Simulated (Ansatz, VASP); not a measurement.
**Two plane-wave programs on NaH**

The input INCAR:

```
ALGO     = Normal         # electronic algorithm
EDIFF    = 1E-7           # SCF threshold, eV
ENCUT    = 520            # plane-wave cutoff, eV
GGA      = PE             # functional
ISIF     = 2              # what is computed and relaxed
ISMEAR   = 0              # smearing method
LASPH    = True           # aspherical terms in the spheres
LCHARG   = False          # write CHGCAR
LREAL    = False          # projectors in reciprocal space
LWAVE    = False          # write WAVECAR
NBANDS   = 11             # bands
NELM     = 80             # most SCF steps
PREC     = Accurate       # precision mode
SIGMA    = 0.05           # smearing width, eV
```

The input KPOINTS:

```
k-points
0
Gamma
  10 10 10
```

File POSCAR:

```
NaH
1.0
    2.8073678000      0.0000000000      0.0000000000
    0.0000000000      2.8073678000      0.0000000000
    0.0000000000      0.0000000000      3.0290021000
Na H
1 1
Direct
    0.0000000000      0.0000000000      0.0000000000
    0.5000000000      0.5000000000      0.5000000000
```

Input for Ansatz:

```yaml
crystal:
  lattice:
    - [2.8073678, 0.0, 0.0]
    - [0.0, 2.8073678, 0.0]
    - [0.0, 0.0, 3.0290021]
  atoms:
    - { symbol: Na, position: [0.0, 0.0, 0.0] }
    - { symbol: H, position: [0.5, 0.5, 0.5] }
basis:
  ecutwfc: 420
kpoints:
  mp_grid: { grid: [10, 10, 10] }
hamiltonian:
  xc: pbe
scf:
  occupations: { method: gaussian, width: 0.05 }
output:
  forces: true
  stress: true
  eigenvalues: true
```

Change from the starting cell: strain -0.050 along x and y, +0.025 along z, atoms carried along.

Alike in both runs: task single point; functional PBE; k mesh 10 × 10 × 10; occupations gaussian, width 0.05 eV; no spin polarisation.

|  | VASP | Ansatz |
| --- | --- | --- |
| version | VASP 6.6.1 | Ansatz 0.2.0 |
| potentials or method | VASP PAW PBE potentials, release 64 (Na_pv, H), cutoff 520 eV | scalar-relativistic, plane waves, PAW |
| valence electrons in the cell | 8 | 10 |

VASP gave:

| Property | Result |
| --- | --- |
| gap on the k mesh at the Fermi level (eV) | 0.50 |
| least direct gap on the mesh (eV) | 4.49 |
| pressure (GPa) | 2.5 |
| traceless stress, the component that is largest in VASP (GPa) | -6.39 |

Task: Which values does Ansatz return?

Result: gap on the k mesh at the Fermi level (eV): 0.50; least direct gap on the mesh (eV): 4.50; pressure (GPa): 2.5; traceless stress, the component that is largest in VASP (GPa): -6.38.

With one functional, cell and mesh, what is left measures potentials, basis and numerics. VASP's potentials hold 8 valence electrons a cell and Ansatz's 10, so a difference there can come from the potentials and not from the codes.
